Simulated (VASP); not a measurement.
A run of VASP 6.6.1 is set up as follows.

Contents of INCAR:

```
SYSTEM = Be
PREC = Accurate ; ENCUT = 520
EDIFF = 1E-8 ; ISMEAR = -1
SIGMA = 0.03 ; LREAL = .False.
LASPH = .True. ; NELM = 100
ALGO = Normal ; ISIF = 2
LWAVE = .False. ; LCHARG = .False.
GGA = PS ; LEFG = .True.
NBANDS = 7
```

Contents of KPOINTS:

```
Automatic mesh
0
Gamma
  23 23 23
  0 0 0
```

The input POSCAR:

```
Be
1.0
   -1.2531209513      1.2531209513      1.2656521608
    1.2531209513     -1.2531209513      1.2656521608
    1.2531209513      1.2531209513     -1.2656521608
Be
1
Direct
    0.0000000000      0.0000000000      0.0000000000
```

Potentials or basis: VASP PAW PBE potentials, release 64 (Be).

The run is started by

```bash
$ cat potpaw_PBE.64/Be/POTCAR > POTCAR
$ mpirun -np 1 vasp_std > vasp.out
```

Q: Predict the band gap on the k mesh.

A: Zero (band 1 reaches 11.45 eV, above the bottom of band 2 at 6.55 eV).

Q: Estimate the pressure.

A: -2.8 GPa.

Stress tensor (GPa, compression positive):
```
-3.32  0.00  0.00
 0.00 -3.32  0.00
 0.00  0.00 -1.67
```

Caveat: the cell differs from its parent crystal (zz strain of +1 %); without QUAD_EFG the Cq values of the log hold for a quadrupole moment of 1 mb, not for the nuclei; the PAW data sets were made with another functional, which shifts forces and pressure a little.
